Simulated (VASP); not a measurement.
Runs of VASP 6.6.1 on ZrC. The structure is that of space group Fm-3m (No. 225), or close to it. The cells are those of the table. 

```csv
task,cell,cutoff (eV),gap on the mesh (eV),pressure (GPa)
single point,"a = 3.332 Å, angles 60.0°, 2 atoms",520,none,(b)
single point,"a = 3.397 Å, angles 60.0°, 2 atoms",520,none,(a)
single point,"a = 3.264 Å, angles 60.0°, 2 atoms",520,none,16.3
single point,"a = 3.365 Å, angles 60.0°, 2 atoms",520,none,-6.2
relaxation of cell and atoms,"relaxed from a = 3.345 Å, angles 60.0°, 2 atoms",600,none,0.0
single point,"a = 3.298 Å, angles 60.0°, 2 atoms",520,none,7.6
```

Alike in all rows: level r2SCAN; potentials or basis VASP PAW PBE potentials, release 64 (Zr_sv, C); no spin polarisation; k mesh 16 × 16 × 16; smearing gaussian 0.1 eV.

Q: Fill in the values left out.

A: (a) -11.8; (b) 0.2.

Caveats: the PAW data sets were made with another functional, which shifts forces and pressure a little.

A k mesh can miss the band edges, and the runs leave out spin-orbit coupling on Zr.

A gap of «none» marks levels without a gap at the run's occupations.
